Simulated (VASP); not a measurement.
Here is a VASP 6.6.1 calculation.

The input INCAR:

```
PREC = Accurate ; ENCUT = 520
EDIFF = 1E-6 ; ISMEAR = 1
SIGMA = 0.15 ; LREAL = F
LASPH = T ; NELM = 100
ALGO = Normal ; ISIF = 2
LWAVE = F ; LCHARG = T
GGA = PE ; LELF = T
LVHAR = T ; NBANDS = 26
```

Contents of KPOINTS:

```
regular mesh
0
Gamma
  6 6 6
```

The input POSCAR:

```
BeAu3
1.0
    3.9436978448      0.0000000000      0.0000000000
    0.0000000000      3.9436978448      0.0000000000
    0.0000000000      0.0000000000      3.9436978448
Be Au
1 3
Direct
    0.0000000000      0.0000000000      0.0000000000
    0.0000000000      0.5000000000      0.5000000000
    0.5000000000      0.0000000000      0.5000000000
    0.5000000000      0.5000000000      0.0000000000
```

Potentials or basis: VASP PAW PBE potentials, release 64 (Be, Au).

The run is started by

```sh
$ cat potpaw_PBE.64/Be/POTCAR potpaw_PBE.64/Au/POTCAR > POTCAR
$ mpirun -np 1 vasp_std > vasp.out
```

Task: Estimate the pressure.

Result: 6.6 GPa.
